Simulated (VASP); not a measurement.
A run of VASP 6.6.1 is set up as follows.

The input INCAR:

```
ALGO = Normal ; EDIFF = 1E-7
ENCUT = 520 ; GGA = PE
ISIF = 2 ; ISMEAR = 0
LASPH = T ; LCHARG = T
LELF = T ; LREAL = F
LVHAR = T ; LWAVE = F
NBANDS = 26 ; NELM = 100
PREC = Accurate ; SIGMA = 0.1
```

File KPOINTS:

```
k-points
0
Gamma
  6 6 2
```

The input POSCAR:

```
SiC
1.0
    3.0756941497      0.0000000000      0.0000000000
   -1.5378470748      2.6636292679      0.0000000000
    0.0000000000      0.0000000000     10.0706464800
Si C
4 4
Direct
    0.6666666700      0.3333333300      0.9378419800
    0.3333333300      0.6666666700      0.4378419800
    0.0000000000      0.0000000000      0.6878943800
    0.0000000000      0.0000000000      0.1878943800
    0.6666666700      0.3333333300      0.7498025900
    0.3333333300      0.6666666700      0.2498025900
    0.0000000000      0.0000000000      0.5004600500
    0.0000000000      0.0000000000      0.0004600500
```

Potentials or basis: VASP PAW PBE potentials, release 64 (Si, C).

Run with:

```bash
$ cat potpaw_PBE.64/Si/POTCAR potpaw_PBE.64/C/POTCAR > POTCAR
$ mpirun -np 1 vasp_std > vasp.out
```

Problem. What does it give for the pressure?

Solution. 3.9 GPa.

Problem. Predict the largest force.

Solution. 0.006 eV/Å.

Problem. What does it give for the band gap on the k mesh?

Solution. 2.22 eV, indirect (least direct gap 3.35 eV).

Forces on the atoms (eV/Å):
```
Si   0.000  0.000  0.002
Si   0.000  0.000  0.002
Si   0.000  0.000  0.006
Si   0.000  0.000  0.006
C    0.000  0.000 -0.002
C    0.000  0.000 -0.002
C    0.000  0.000 -0.006
C    0.000  0.000 -0.006
```

A k mesh can miss the band edges.
